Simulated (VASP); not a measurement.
Set up this calculation in VASP 6.6.1, as the native input.

| Quantity | Value |
| --- | --- |
| Task | relaxation of cell and atoms |
| Functional | PBE |
| Potentials or basis | VASP PAW PBE potentials, release 64 (Ga_d) |
| Cutoff | 600 eV |
| k mesh | 16 × 16 × 14 |
| Occupations | gaussian, width 0.1 eV |
| Spin | no spin polarisation |
| Dipole correction | no |
| Further INCAR settings | ALGO = Normal; EDIFF = 1e-06; IBRION = 2; EDIFFG = -0.005; NSW = 100; ISIF = 3 |

The structure of Ga lies in POSCAR:

```
Ga
1.0
    1.4500000000     -4.0650000000      0.0000000000
    1.4500000000      4.0650000000      0.0000000000
    0.0000000000      0.0000000000      3.1700000000
Ga
2
Direct
    0.8670000000      0.1330000000      0.2500000000
    0.1330000000      0.8670000000      0.7500000000
```

These files were run (other wordings do the same):

INCAR

```
SYSTEM = Ga
  PREC = Accurate
  ENCUT = 600
  EDIFF = 1E-6
  ISMEAR = 0
  SIGMA = 0.1
  LREAL = .FALSE.
  LASPH = .TRUE.
  NELM = 100
  ALGO = Normal
  ISIF = 3
  LWAVE = .FALSE.
  LCHARG = .FALSE.
  GGA = PE
  IBRION = 2
  NSW = 100
  EDIFFG = -0.005
```

KPOINTS

```
Automatic mesh
0
G
  16 16 14
  0 0 0
```

Potentials or basis: VASP PAW PBE potentials, release 64 (Ga_d).

Command:

```bash
$ cat potpaw_PBE.64/Ga_d/POTCAR > POTCAR
$ mpirun -np 1 vasp_std > vasp.out
```

Results of the run:

```yaml
Relaxed_volume: 19.17 Å³/atom
Relaxed_cell: a = 4.275 Å, b = 4.275 Å, c = 3.384 Å, α = 90.00°, β = 90.00°, γ = 141.68°
Space_group_after_relaxing_to_0.05_Å: Cmcm (No. 63)
Energy_gained_by_relaxing: 14.8 meV/atom
Ionic_steps: 20
Pressure_after_relaxing: 0.0 GPa
Band_gap_on_the_k_mesh: zero (band 13 reaches 9.34 eV, above the bottom of band 14 at 1.17 eV)
```

Wall time 54 min on 1 thread of Intel(R) Xeon(R) Platinum 8488C (Sapphire Rapids) (shared host), peak memory 0.52 GiB.
